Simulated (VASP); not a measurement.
A run of VASP 6.6.1:

INCAR

```
  PREC = Accurate
  ENCUT = 400
  EDIFF = 1E-8
  ISMEAR = -1
  SIGMA = 0.05
  LREAL = False
  LASPH = True
  NELM = 120
  ALGO = Normal
  ISIF = 2
  LWAVE = False
  LCHARG = False
  GGA = PS
  LEFG = True
  NBANDS = 11
  GGA_COMPAT = False
```

Contents of KPOINTS:

```
regular mesh
0
Gamma
  10 10 10
```

File POSCAR:

```
AlAs
1.0
    0.0000000000      2.7726205221      2.7726205221
    2.7726205221      0.0000000000      2.7726205221
    2.7726205221      2.7726205221      0.0000000000
Al As
1 1
Direct
    0.0000000000      0.0000000000      0.0000000000
    0.7500000000      0.7500000000      0.7500000000
```

Potentials or basis: VASP PAW PBE potentials, release 64 (Al, As).

Launch:

```bash
$ cat potpaw_PBE.64/Al/POTCAR potpaw_PBE.64/As/POTCAR > POTCAR
$ mpirun -np 1 vasp_std > vasp.out
```

Hardware: 1 thread of Intel(R) Xeon(R) 6975P-C (Granite Rapids) (shared host).

**Question.** Estimate the wall time of this run.

**Answer.** It took 8.7 s on 1 thread of Intel(R) Xeon(R) 6975P-C (Granite Rapids) (shared host), peak memory 0.15 GiB. Counts: scf iterations 14, k points 47.
